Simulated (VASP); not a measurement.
# Al3In3GaB3N10 (P1) in VASP: a series of runs

Al3In3GaB3N10 is run at these levels: PBE; tasks: single point.

Program: VASP 6.6.1. These are calculated values, not measurements. Logs are shortened: lines on timing, memory, paths and dates and some standing lists are left out, and cuts for length are marked.

### Step 1. The cell of the first run

The typed cell holds 20 atoms: a = 5.664 Å, b = 5.405 Å, c = 8.351 Å, α = 84.96°, β = 76.81°, γ = 66.77°.

### Step 2. Single point, PBE

The input, INCAR:

```
SYSTEM = Al3In3GaB3N10
PREC = Accurate ; ENCUT = 520
EDIFF = 1E-6 ; ISMEAR = 0
SIGMA = 0.1 ; LREAL = Auto
LASPH = .True. ; NELM = 100
ALGO = Normal ; ISIF = 2
LWAVE = .False. ; LCHARG = .True.
GGA = PE ; LELF = .True.
LVHAR = .True. ; ISYM = 0
NBANDS = 76
```

The input, KPOINTS:

```
regular mesh
0
Gamma
  4 4 2
  0 0 0
```

The input, POSCAR:

```
Al3In3GaB3N10
1.0
    2.0039313129      2.4581058368      4.6931485340
   -2.1626942885     -1.9878679467      4.5374110767
    6.6046064355     -4.7227730882      1.9534487259
B N Al Ga In
3 10 3 1 3
Direct
    0.6464427124      0.0105684709      0.7442423702
    0.2926038742      0.0068441363      0.2121130632
    0.8776334300      0.0630358377      0.3419922664
    0.5371379719      0.8687858236      0.6607623765
    0.4916181131      0.3122914741      0.7732190981
    0.9486265470      0.8877253528      0.7850082211
    0.3555280677      0.8571902216      0.0626267744
    0.8181330624      0.9633056883      0.2070874218
    0.7083938235      0.3455555166      0.4027721928
    0.1555730231      0.9233611923      0.3885013427
    0.0672605011      0.3675638876      0.6103081894
    0.9148868165      0.3739522277      0.9713395687
    0.2764329203      0.2844499768      0.2022621825
    0.1935551378      0.9993841777      0.6103214891
    0.1035062374      0.4955104412      0.7934303216
    0.0279974573      0.0038598586      0.9972249642
    0.7025436261      0.4902443874      0.6137808896
    0.2990702224      0.4763042553      0.4020560897
    0.5075462174      0.4359932947      0.0067222437
    0.8695419850      0.5609607534      0.1973021712
```

Potentials or basis: VASP PAW PBE potentials, release 64 (B, N, Al, Ga_d, In_d).

On the command line:

```sh
$ cat potpaw_PBE.64/B/POTCAR potpaw_PBE.64/N/POTCAR potpaw_PBE.64/Al/POTCAR potpaw_PBE.64/Ga_d/POTCAR potpaw_PBE.64/In_d/POTCAR > POTCAR
$ mpirun -np 1 vasp_std > vasp.out
```

OUTCAR:

```text
SYSTEM = Al3In3GaB3N10
   PREC = Accurate
   ENCUT = 520
   EDIFF = 1E-6
   ISMEAR = 0
   LREAL = Auto
   LASPH = .True.
   NELM = 100
   ISIF = 2
   GGA = PE
   ISYM = 0

 ion  position               nearest neighbor table
   1  0.646  0.011  0.744-   4 1.46   5 1.53   6 1.68  19 3.06
   2  0.293  0.007  0.212-   7 1.44  13 1.46  10 1.62  16 2.59  20 3.02
   3  0.878  0.063  0.342-   8 1.45   9 1.51  10 1.58  20 2.84  20 3.09
   4  0.537  0.869  0.661-   1 1.46  17 1.92  14 1.92
   5  0.492  0.312  0.773-   1 1.53  15 2.00  17 2.02  19 2.15
   6  0.949  0.888  0.785-   1 1.68  15 1.95  14 2.00  16 2.13
   7  0.356  0.857  0.063-   2 1.44  16 1.90  19 2.14
   8  0.818  0.963  0.207-   3 1.45  16 1.93  20 2.08
   9  0.708  0.346  0.403-   3 1.51  17 1.98  18 2.14  20 2.21
  10  0.156  0.923  0.389-   3 1.58   2 1.62  14 2.01  18 2.23
  11  0.067  0.368  0.610-  15 1.82  14 1.83  17 1.90  18 2.12
  12  0.915  0.374  0.971-  16 1.85  15 1.85  20 2.13  19 2.15
  13  0.276  0.284  0.202-   2 1.46  18 2.09  19 2.16  20 2.21
  14  0.194  0.999  0.610-  11 1.83   4 1.92   6 2.00  10 2.01  17 2.99  15 3.01  17 3.11  16 3.15
                            18 3.16  15 3.17  18 3.23
  15  0.104  0.496  0.793-  11 1.82  12 1.85   6 1.95   5 2.00  17 3.00  14 3.01  19 3.11  16 3.15
                            14 3.17  16 3.19  18 3.20  20 3.33  19 3.56
  16  0.028  0.004  0.997-  12 1.85   7 1.90   8 1.93   6 2.13   2 2.59  19 2.94  20 3.10  15 3.15
                            14 3.15  15 3.19  19 3.21  20 3.28
  17  0.703  0.490  0.614-  11 1.90   4 1.92   9 1.98   5 2.02  14 2.99  15 3.00  14 3.11  18 3.22
                            19 3.24  18 3.41  20 3.42
  18  0.299  0.476  0.402-  13 2.09  11 2.12   9 2.14  10 2.23  20 3.15  14 3.16  15 3.20  17 3.22
                            14 3.23  19 3.24  17 3.41  20 3.48
  19  0.508  0.436  0.007-   7 2.14   5 2.15  12 2.15  13 2.16  16 2.94   1 3.06  15 3.11  20 3.16
                            16 3.21  18 3.24  17 3.24  20 3.42  15 3.56
  20  0.870  0.561  0.197-   8 2.08  12 2.13  13 2.21   9 2.21   3 2.84   2 3.02   3 3.09  16 3.10
                            18 3.15  19 3.16  16 3.28  15 3.33  19 3.42  17 3.42  18 3.48

IMPORTANT INFORMATION: All symmetrisations will be switched off!
NOSYMM: (Re-)initialisation of all symmetry stuff for point group C_1.

----------------------------------------------------------------------------------------

                                     Primitive cell

  volume of cell :     228.7619

  direct lattice vectors                    reciprocal lattice vectors
     2.003931313  2.458105837  4.693148534     0.076699673  0.149467736  0.102040582
    -2.162694289 -1.987867947  4.537411077    -0.117880017 -0.118384308  0.112339213
     6.604606436 -4.722773088  1.953448726     0.089537611 -0.084115859  0.005825185

  length of vectors
     5.664244713  5.405271949  8.351130087     0.196559722  0.201322233  0.122989407

  position of ions in fractional coordinates (direct lattice)
     0.646442712  0.010568471  0.744242370
     0.292603874  0.006844136  0.212113063
     0.877633430  0.063035838  0.341992266
     0.537137972  0.868785824  0.660762377
     0.491618113  0.312291474  0.773219098
     0.948626547  0.887725353  0.785008221
[... 12 lines left out ...]
     0.507546217  0.435993295  0.006722244
     0.869541985  0.560960753  0.197302171

  ion indices of the primitive-cell ions
   primitive index   ion index
                 1           1
                 2           2
                 3           3
                 4           4
                 5           5
                 6           6
[... 12 lines left out ...]
                19          19
                20          20

----------------------------------------------------------------------------------------

 KPOINTS: regular mesh

Automatic generation of k-mesh.
 Grid dimensions read from file:
 generate k-points for:    4    4    2

 Generating k-lattice:

  Cartesian coordinates                     Fractional coordinates (reciprocal lattice)
     0.019174918  0.037366934  0.025510146     0.250000000  0.000000000  0.000000000
    -0.029470004 -0.029596077  0.028084803     0.000000000  0.250000000 -0.000000000
     0.044768806 -0.042057929  0.002912593     0.000000000 -0.000000000  0.500000000

  Length of vectors
     0.049139931  0.050330558  0.061494704

  Shift w.r.t. Gamma in fractional coordinates (k-lattice)
     0.000000000  0.000000000  0.000000000

 Subroutine IBZKPT returns following result:
 ===========================================

 Found     20 irreducible k-points:

 Following reciprocal coordinates:
            Coordinates               Weight
  0.000000  0.000000  0.000000      1.000000
  0.250000  0.000000 -0.000000      2.000000
  0.500000  0.000000 -0.000000      1.000000
  0.000000  0.250000  0.000000      2.000000
  0.250000  0.250000  0.000000      2.000000
  0.500000  0.250000 -0.000000      2.000000
[... 12 lines left out ...]
  0.250000  0.500000  0.500000      2.000000
  0.500000  0.500000  0.500000      1.000000
   k-points           NKPTS =     20   k-points in BZ     NKDIM =     20   number of bands    NBANDS=     76
   number of dos      NEDOS =    301   number of ions     NIONS =     20
   total plane-waves  NPLWV = 107520
   dimension x,y,z NGX =    42 NGY =   40 NGZ =   64
   dimension x,y,z NGXF=    84 NGYF=   80 NGZF=  128
   ions per type =               3  10   3   1   3
   NGX,Y,Z   is equivalent  to a cutoff of  12.33, 12.30, 12.74 a.u.
   NGXF,Y,Z  is equivalent  to a cutoff of  24.65, 24.61, 25.48 a.u.
 SYSTEM =  Al3In3GaB3N10
   PREC   = accura    normal or accurate (medium, high low for compatibility)
   ISTART =      0    job   : 0-new  1-cont  2-samecut
   ICHARG =      2    charge: 1-file 2-atom 10-const
   ISPIN  =      1    spin polarized calculation?
   LNONCOLLINEAR =      F non collinear calculations
   LSORBIT =      F    spin-orbit coupling
   LASPH  =      T    aspherical Exc in radial PAW
   ENCUT  =  520.0 eV  38.22 Ry    6.18 a.u.  10.53 10.05 15.53*2*pi/ulx,y,z
   NELM   =    100;   NELMIN=  2; NELMDL= -5     # of ELM steps
   EDIFF  = 0.1E-05   stopping-criterion for ELM
   LREAL  =      T    real-space projection
   EDIFFG = 0.1E-04   stopping-criterion for IOM
   NSW    =      0    number of steps for IOM
   IBRION =     -1    ionic relax: 0-MD 1-quasi-New 2-CG
   NFREE  =      0    steps in history (QN), initial steepest desc. (CG)
   ISIF   =      2    stress and relaxation
   ISYM   =      0    0-nonsym 1-usesym 2-fastsym
   POTIM  = 0.5000    time-step for ionic-motion
   TEBEG  =    0.0;   TEEND  =   0.0 temperature during run
   PSTRESS=    0.0 pullay stress
   NELECT =     120.0000    total number of electrons
   NUPDOWN=      -1.0000    fix difference up-down
   EMIN   =  10.00;   EMAX   =-10.00  energy-range for DOS
   EFERMI =   0.00;   METHOD = LEGACY
   ISMEAR =     0;   SIGMA  =   0.10  broadening in eV -4-tet -1-fermi 0-gaus
   EFERMI_NEDOS =   21; number of points for ismear=-14 and -15
   IALGO  =     38    algorithm
   IMIX   =      4    mixing-type and parameters
     AMIX     =   0.40;   BMIX     =  1.00
     AMIX_MAG =   1.60;   BMIX_MAG =  1.00
  volume/ion in A,a.u.               =      11.44        77.19
  Fermi-wavevector in a.u.,A,eV,Ry     =   1.320304  2.495013 23.717719  1.743203
  Thomas-Fermi vector in A             =   2.450140
   LORBIT       =      0    0 simple, 1 ext, 2 COOP (PROOUT), +10 PAW based schemes
   GGA     = PE    functional components
   LHFCALC =     F    Hartree Fock is set to
   AEXX    =    0.0000 exact exchange contribution
   IVDW    =     0    specifies the selected vdW correction
   LEPSILON=     F    determine dielectric tensor
   LRPA    =     F    only Hartree local field effects (RPA)
 non-spin polarized calculation
 Gauss-broadening in eV      SIGMA  =   0.10
  energy-cutoff  :      520.00
  volume of cell :      228.76
 maximum number of plane-waves:      6178
   NGX = 21   NGY = 21   NGZ = 31

 number of electron     120.0000002 magnetization

 Free energy of the ion-electron system (eV)
  ---------------------------------------------------
  ext. energy  EPLUGINS =         0.00000000
  ---------------------------------------------------
  free energy    TOTEN  =      -134.66810052 eV

  energy without entropy =     -134.66810052  energy(sigma->0) =     -134.66810052

 E-fermi :   6.8898     XC(G=0): -10.8988

 val. band max:        6.4264162912   @ k =   0.5000   0.5000   0.5000
 cond. band min:       7.4719992290   @ k =   0.0000   0.0000   0.0000
 fundamental gap:      1.0455829378
 Fermi energy:         6.8898038581

 k-point     1 :       0.0000    0.0000    0.0000
  band No.  band energies     occupation
      1     -10.5734      2.00000
      2      -9.8273      2.00000
      3      -9.5802      2.00000
      4      -9.0986      2.00000
      5      -8.9886      2.00000
      6      -8.9397      2.00000
[... 64 lines left out ...]
     71      12.1474      0.00000
     72      12.2643      0.00000

 k-point     2 :       0.2500    0.0000   -0.0000
  band No.  band energies     occupation
      1     -10.4803      2.00000
      2      -9.7614      2.00000
      3      -9.5611      2.00000
      4      -9.1674      2.00000
      5      -9.0361      2.00000
      6      -8.9033      2.00000
[... 64 lines left out ...]
     71      12.2254      0.00000
     72      12.5113      0.00000

 k-point     3 :       0.5000    0.0000   -0.0000
  band No.  band energies     occupation
      1     -10.3756      2.00000
      2      -9.6947      2.00000
      3      -9.4953      2.00000
      4      -9.2755      2.00000
      5      -9.0880      2.00000
      6      -8.8696      2.00000
[... 1264 lines left out ...]
     71      12.0591      0.00000
     72      12.3683      0.00000

 k-point    20 :       0.5000    0.5000    0.5000
  band No.  band energies     occupation
      1     -10.3069      2.00000
      2      -9.6104      2.00000
      3      -9.5641      2.00000
      4      -9.1763      2.00000
      5      -9.0773      2.00000
      6      -8.7877      2.00000
[... 64 lines left out ...]
     71      12.3939      0.00000
     72      12.5042      0.00000
 [bands above 72 left out]

------------------------ aborting loop because EDIFF is reached ----------------------------------------

  FORCE on cell =-STRESS in cart. coord.  units (eV):
  Direction    XX          YY          ZZ          XY          YZ          ZX
  --------------------------------------------------------------------------------------
  -------------------------------------------------------------------------------------
  Total       -0.1476343      0.0939056      0.1411891     -0.1042029     -0.0533858     -0.0317788
  in kB       -1.0339847      0.6576858      0.9888447     -0.7298044     -0.3738977     -0.2225691
  external PRESSURE =       0.2041819 kB  Pullay stress =       0.0000000 kB

 VOLUME and BASIS-vectors are now :
 -----------------------------------------------------------------------------
  energy-cutoff  :      520.00
  volume of cell :      228.76
      direct lattice vectors                 reciprocal lattice vectors
     2.003931313  2.458105837  4.693148534     0.076699673  0.149467736  0.102040582
    -2.162694289 -1.987867947  4.537411077    -0.117880017 -0.118384308  0.112339213
     6.604606436 -4.722773088  1.953448726     0.089537611 -0.084115859  0.005825185

 POSITION                                       TOTAL-FORCE (eV/Angst)
 -----------------------------------------------------------------------------------
      6.18800     -1.94687      4.53564         0.025766      0.000728      0.018484
      1.97248     -0.29612      1.81864         0.013749     -0.013486      0.014176
      3.88111      0.41686      5.07295         0.014384     -0.002552      0.003127
      3.56154     -3.52732      7.75367        -0.021790      0.007430     -0.026658
      5.41659     -3.06408      5.23468        -0.016709     -0.021982     -0.001767
      5.16577     -3.14027     10.01349         0.017375      0.012567      0.021918
[... 12 lines left out ...]
      0.11857      0.34916      4.37340        -0.003963      0.007701     -0.025225
      1.83242      0.09050      7.01162         0.016883     -0.009344      0.000969
 -----------------------------------------------------------------------------------
    total drift:                               -0.018607      0.005538     -0.033555

  FREE ENERGIE OF THE ION-ELECTRON SYSTEM (eV)
  ---------------------------------------------------
  free  energy   TOTEN  =      -134.6681005161 eV

  energy  without entropy=     -134.6681005161  energy(sigma->0) =     -134.66810052
```

Run time: 24 min. Hardware: 1 thread of Intel Xeon 8259CL, shared host; peak memory 0.46 GiB.

What came out:

```yaml
Free_energy: -134.6681 eV
Pressure: 0.0 GPa
Largest_force: 0.039 eV/Å
Band_gap_on_the_k_mesh: 1.05 eV (least direct gap 1.14 eV)
```

Forces on the atoms (eV/Å):
```
B    0.026  0.001  0.018
B    0.014 -0.013  0.014
B    0.014 -0.003  0.003
N   -0.022  0.007 -0.027
N   -0.017 -0.022 -0.002
N    0.017  0.013  0.022
N   -0.033  0.002 -0.010
N   -0.013  0.014 -0.003
N   -0.001  0.008  0.014
N    0.025 -0.024 -0.004
N    0.010 -0.014 -0.009
N   -0.005  0.033  0.019
N    0.000  0.015 -0.007
Al  -0.005  0.005 -0.004
Al  -0.004  0.000 -0.012
Al  -0.003 -0.015  0.002
Ga   0.004  0.000  0.024
In  -0.020 -0.005 -0.016
In  -0.004  0.008 -0.025
In   0.017 -0.009  0.001
```

Stress tensor (GPa, compression positive):
```
-0.10 -0.07 -0.02
-0.07  0.07 -0.04
-0.02 -0.04  0.10
```

Caveat: spin-orbit coupling is left out, which moves the levels of the heavy elements.

### Step 3. Single point, PBE

This run uses another cell than the first one, of 11.24 Å³/atom.

The input, INCAR:

```
  PREC = Accurate
  ENCUT = 520
  EDIFF = 1E-7
  ISMEAR = 0
  SIGMA = 0.1
  LREAL = Auto
  LASPH = True
  NELM = 100
  ALGO = Normal
  ISIF = 2
  LWAVE = False
  LCHARG = False
  GGA = PE
  ISYM = 0
  NBANDS = 76
```

The input, KPOINTS:

```
regular mesh
0
Gamma
  3 4 3
```

The input, POSCAR:

```
Al3In3GaB3N10
1.0
    2.3250453669      2.5087402962      4.5439898702
   -2.1277129818     -2.3080452512      4.3449761551
    6.4071903449     -4.4453315118      2.2698932727
B N Al Ga In
3 10 3 1 3
Direct
    0.0976463078      0.0565176268      0.6018366556
    0.3429721697      0.3871488809      0.4222991835
    0.5830992742      0.5333168668      0.6005662829
    0.6209004663      0.7843974912      0.6045211606
    0.4738838535      0.3831116486      0.7613980856
    0.9683112499      0.9200002256      0.7744298892
    0.3667542238      0.9139783280      0.9792072722
    0.8110467017      0.9075217659      0.1878154895
    0.6029553437      0.3991487285      0.4375211710
    0.1334604047      0.9078042786      0.4543136941
    0.1589856020      0.3074227849      0.5821654238
    0.9245315291      0.3887083733      0.9714640663
    0.3040507732      0.3990951098      0.2495402976
    0.1087784804      0.5265762875      0.7609514906
    0.5975805252      0.0035981239      0.7758703028
    0.0194807007      0.0221906178      0.9756797390
    0.8074715685      0.9711311865      0.4156545861
    0.4043764838      0.9700073621      0.2248302696
    0.5230836521      0.4974471807      0.9881902035
    0.9188732674      0.4873485772      0.2231004812
```

Potentials or basis: VASP PAW PBE potentials, release 64 (B, N, Al, Ga_d, In_d).

On the command line:

```sh
$ cat potpaw_PBE.64/B/POTCAR potpaw_PBE.64/N/POTCAR potpaw_PBE.64/Al/POTCAR potpaw_PBE.64/Ga_d/POTCAR potpaw_PBE.64/In_d/POTCAR > POTCAR
$ mpirun -np 1 vasp_std > vasp.out
```

It took 22 min on 1 thread of Intel Xeon 8259CL, shared host; peak memory 0.43 GiB.

Results (log left out):

| Property | Result |
| --- | --- |
| Free energy | -136.4999 eV |
| Pressure | 0.0 GPa |
| Largest force | 0.041 eV/Å |
| Band gap on the k mesh | 1.41 eV (least direct gap 1.48 eV) |

Forces on the atoms (eV/Å):
```
B    0.003 -0.002  0.006
B   -0.019 -0.003 -0.004
B   -0.006  0.005  0.018
N   -0.003 -0.013  0.001
N    0.012  0.001 -0.029
N    0.022 -0.014 -0.009
N   -0.038 -0.011 -0.002
N   -0.025  0.006  0.032
N   -0.004  0.001  0.005
N   -0.001  0.009 -0.009
N    0.008 -0.015  0.008
N   -0.003  0.030  0.003
N   -0.003 -0.003  0.013
Al   0.010 -0.007 -0.008
Al  -0.001  0.000 -0.002
Al   0.010 -0.003 -0.006
Ga   0.005  0.013 -0.010
In   0.010  0.010  0.002
In   0.015 -0.005 -0.001
In   0.008 -0.001 -0.007
```

Levels at points of the mesh, in eV from the valence-band top:
```tsv
k point	band 56	band 57	band 58	band 59	band 60	band 61	band 62	band 63	band 64	band 65
(0.00, 0.00, 0.00)	-1.11	-0.93	-0.71	-0.56	-0.07	1.41	3.48	3.82	3.87	4.36
(0.00, 0.50, 0.00)	-1.44	-1.18	-0.68	-0.51	-0.14	2.94	3.09	3.93	4.38	4.65
```

Caveat: spin-orbit coupling is left out, which moves the levels of the heavy elements. A k mesh can miss the band edges.
